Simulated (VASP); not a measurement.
Runs of VASP 6.6.1 on Cu4Mo. The structure is that of space group Im-3m (No. 229), or close to it. The cells are those of the table. The cell was built from a structure type or drawn by symmetry, and may not be a known phase.

| task | cell | k mesh | cutoff (eV) | gap on the mesh (eV) | pressure (GPa) | relaxed volume (Å³/atom) |
| --- | --- | --- | --- | --- | --- | --- |
| single point | a = 4.877 Å, angles 109.5°, 5 atoms | 10 × 10 × 10 | 520 | none | 0.4 | - |
| relaxation of cell and atoms | relaxed from a = 4.509 Å, angles 109.5°, 5 atoms | 6 × 6 × 6 | 600 | none | -0.1 | 17.93 |
| single point | a = 4.874 Å, angles 109.5°, 5 atoms | 6 × 6 × 6 | 520 | none | 0.3 | - |
| single point | a = 4.509 Å, angles 109.5°, 5 atoms | 6 × 6 × 6 | 520 | none | (b) | - |
| relaxation of cell and atoms | relaxed from a = 4.874 Å, angles 109.5°, 5 atoms | 10 × 10 × 10 | 600 | none | 0.0 | (a) |

Alike in all rows: level PBE; potentials or basis VASP PAW PBE potentials, release 64 (Cu, Mo_sv); no spin polarisation; smearing gaussian 0.1 eV.

Question: Estimate the missing entries.

Answer: (a) 17.96; (b) 35.1.

Caveats: the volume moved by over 15 % at a fixed basis, so the end points are rough (at least some runs); the cell stands under pressure (at least some runs).

A k mesh can miss the band edges, and the runs leave out spin-orbit coupling on Mo.

A gap of «none» marks levels without a gap at the run's occupations.
